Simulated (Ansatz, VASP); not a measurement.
## Ti5C: VASP beside Ansatz

Contents of INCAR:

```
SYSTEM = Ti5C
PREC = Accurate
ENCUT = 1300
EDIFF = 1E-6
ISMEAR = 0
SIGMA = 0.1
LREAL = .False.
LASPH = .True.
NELM = 120
ALGO = Normal
ISIF = 2
LWAVE = .False.
LCHARG = .False.
GGA = PE
NBANDS = 41
GGA_COMPAT = .False.
```

Contents of KPOINTS:

```
Automatic mesh
0
Gamma
  4 4 4
  0 0 0
```

POSCAR

```
Ti5C
1.0
    0.0000000000      3.5622118700      3.5622118700
    3.5622118700      0.0000000000      3.5622118700
    3.5622118700      3.5622118700      0.0000000000
Ti C
5 1
Direct
    0.6021580300      0.6021580300      0.6021580300
    0.6021580300      0.6021580300      0.1935259200
    0.6021580300      0.1935259200      0.6021580300
    0.1935259200      0.6021580300      0.6021580300
    0.2500000000      0.2500000000      0.2500000000
    0.0000000000      0.0000000000      0.0000000000
```

Input for Ansatz:

```yaml
crystal:
  lattice:
    - [0.0, 3.56221187, 3.56221187]
    - [3.56221187, 0.0, 3.56221187]
    - [3.56221187, 3.56221187, 0.0]
  atoms:
    - { symbol: Ti, position: [0.60215803, 0.60215803, 0.60215803] }
    - { symbol: Ti, position: [0.60215803, 0.60215803, 0.19352592] }
    - { symbol: Ti, position: [0.60215803, 0.19352592, 0.60215803] }
    - { symbol: Ti, position: [0.19352592, 0.60215803, 0.60215803] }
    - { symbol: Ti, position: [0.25, 0.25, 0.25] }
    - { symbol: C, position: [0.0, 0.0, 0.0] }
basis:
  ecutwfc: 420
kpoints:
  mp_grid: { grid: [4, 4, 4] }
hamiltonian:
  xc: pbe
scf:
  occupations: { method: gaussian, width: 0.1 }
  lower_state_search: "off"
output:
  forces: true
  stress: true
  eigenvalues: true
```

Alike in both runs: task single point; functional PBE; k mesh 4 × 4 × 4; occupations gaussian, width 0.1 eV; no spin polarisation.

```csv
,VASP,Ansatz
version,VASP 6.6.1,Ansatz 0.2.0
potentials or method,"VASP PAW PBE potentials, release 64 (Ti_sv, C_h), cutoff 1300 eV","scalar-relativistic, plane waves, PAW"
valence electrons in the cell,64,64
```

VASP gave:

* gap on the k mesh at the Fermi level (eV): none
* pressure (GPa): 21.5
* rms of the force components (eV/Å): 5.251

Question: What did Ansatz give for the same quantities?

Answer: gap on the k mesh at the Fermi level (eV): none; pressure (GPa): 19.3; rms of the force components (eV/Å): 4.881.

Atom by atom the forces differ by 0.371 eV/Å (rms over components). A gap of «none» marks a metal or a gap that the smearing closes.

The k mesh is coarse, so the values compare programs but aren't converged.
